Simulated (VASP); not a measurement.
Set up this calculation in VASP 6.6.1, as the native input.

```yaml
Task: density of states
Functional: PBE
Potentials_or_basis: VASP PAW PBE potentials, release 64 (K_sv, Ta_pv, O)
Cutoff: 520 eV
k_mesh: 8 × 8 × 8
Occupations: gaussian, width 0.05 eV
Spin: no spin polarisation
Dipole_correction: no
k_mesh_for_the_DOS: 12 × 12 × 12
Occupations_for_the_DOS: tetrahedron
Further_INCAR_settings: ALGO = Normal; EDIFF = 1e-07; NBANDS = 27
```

KTaO3:

```xyz
5
Lattice="4.0244 0.0000 0.0000 0.0000 4.0244 0.0000 0.0000 0.0000 4.0244" Properties=species:S:1:pos:R:3 pbc="T T T"
K     0.0000    0.0000    0.0000
Ta    2.0122    2.0122    2.0122
O     0.0000    2.0122    2.0122
O     2.0122    2.0122    0.0000
O     2.0122    0.0000    2.0122
```

These files were run (other wordings do the same):

POSCAR

```
KTaO3
1.0
    4.0244030898      0.0000000000      0.0000000000
    0.0000000000      4.0244030898      0.0000000000
    0.0000000000      0.0000000000      4.0244030898
K Ta O
1 1 3
Direct
    0.0000000000      0.0000000000      0.0000000000
    0.5000000000      0.5000000000      0.5000000000
    0.0000000000      0.5000000000      0.5000000000
    0.5000000000      0.5000000000      0.0000000000
    0.5000000000      0.0000000000      0.5000000000
```

INCAR.step1

```
SYSTEM = KTaO3
ALGO     = Normal         ! electronic algorithm
EDIFF    = 1E-7           ! SCF threshold, eV
ENCUT    = 520            ! plane-wave cutoff, eV
GGA      = PE             ! functional
ISIF     = 2              ! what is computed and relaxed
ISMEAR   = 0              ! smearing method
LASPH    = .TRUE.         ! aspherical terms in the spheres
LCHARG   = .TRUE.         ! write CHGCAR
LMAXMIX  = 4              ! l up to which the mixer works
LREAL    = .FALSE.        ! projectors in reciprocal space
LWAVE    = .FALSE.        ! write WAVECAR
NBANDS   = 27             ! bands
NELM     = 80             ! most SCF steps
PREC     = Accurate       ! precision mode
SIGMA    = 0.05           ! smearing width, eV
```

KPOINTS.step1

```
k-points
0
G
  8 8 8
  0 0 0
```

INCAR.step2

```
SYSTEM = KTaO3
ALGO     = Normal         ! electronic algorithm
EDIFF    = 1E-7           ! SCF threshold, eV
ENCUT    = 520            ! plane-wave cutoff, eV
GGA      = PE             ! functional
ICHARG   = 11             ! starting density
ISIF     = 2              ! what is computed and relaxed
ISMEAR   = -5             ! smearing method
LASPH    = .TRUE.         ! aspherical terms in the spheres
LCHARG   = .FALSE.        ! write CHGCAR
LMAXMIX  = 4              ! l up to which the mixer works
LORBIT   = 11             ! projections on sites
LREAL    = .FALSE.        ! projectors in reciprocal space
LWAVE    = .FALSE.        ! write WAVECAR
NBANDS   = 27             ! bands
NEDOS    = 2001           ! points of the DOS
NELM     = 80             ! most SCF steps
PREC     = Accurate       ! precision mode
SIGMA    = 0.05           ! smearing width, eV
```

KPOINTS.step2

```
k-points
0
G
  12 12 12
  0 0 0
```

Potentials or basis: VASP PAW PBE potentials, release 64 (K_sv, Ta_pv, O).

Command:

```bash
$ cat potpaw_PBE.64/K_sv/POTCAR potpaw_PBE.64/Ta_pv/POTCAR potpaw_PBE.64/O/POTCAR > POTCAR
$ cp INCAR.step1 INCAR
$ cp KPOINTS.step1 KPOINTS
$ mpirun -np 1 vasp_std > vasp.out
$ cp INCAR.step2 INCAR
$ cp KPOINTS.step2 KPOINTS
$ mpirun -np 1 vasp_std > vasp.out
```

It gave:

| Item | Value |
| --- | --- |
| Valence electrons inside the program's atomic spheres | K 7.61; Ta 8.69; O 5.07 |

Caveat: spin-orbit coupling is left out, which moves the levels of the heavy elements.

It took 3.7 min on 1 thread of AMD EPYC 7R13 (shared host), peak memory 0.23 GiB.
